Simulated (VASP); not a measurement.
Input of a VASP 6.6.1 run:

File INCAR:

```
PREC     = Accurate       # precision mode
ENCUT    = 520            # plane-wave cutoff, eV
EDIFF    = 1E-7           # SCF threshold, eV
ISMEAR   = 0              # smearing method
SIGMA    = 0.15           # smearing width, eV
LREAL    = F              # projectors in reciprocal space
LASPH    = T              # aspherical terms in the spheres
NELM     = 80             # most SCF steps
ALGO     = Normal         # electronic algorithm
ISIF     = 2              # what is computed and relaxed
LWAVE    = F              # write WAVECAR
LCHARG   = F              # write CHGCAR
GGA      = PS             # functional
NBANDS   = 13             # bands
```

The input KPOINTS:

```
regular mesh
0
Gamma
  20 20 20
```

File POSCAR:

```
Mo
1.0
    0.0000000000      1.8538000000      2.0150000000
    1.8538000000      0.0000000000      2.0150000000
    1.8538000000      1.8538000000      0.0000000000
Mo
1
Direct
    0.0000000000      0.0000000000      0.0000000000
```

Potentials or basis: VASP PAW PBE potentials, release 64 (Mo_sv).

The run is started by

```console
$ cat potpaw_PBE.64/Mo_sv/POTCAR > POTCAR
$ mpirun -np 1 vasp_std > vasp.out
```

Task: What does it give for the pressure?

Result: 38.5 GPa.

Task: What does it give for the band gap on the k mesh?

Result: Zero (band 7 reaches 18.71 eV, above the bottom of band 8 at 13.47 eV).

Stress tensor (GPa, compression positive):
```
35.98  0.00  0.00
 0.00 35.98  0.00
 0.00  0.00 43.60
```

Caveat: the cell differs from its parent crystal (strain -0.080 along x and y, +0.000 along z); the PAW data sets were made with another functional, which shifts forces and pressure a little.
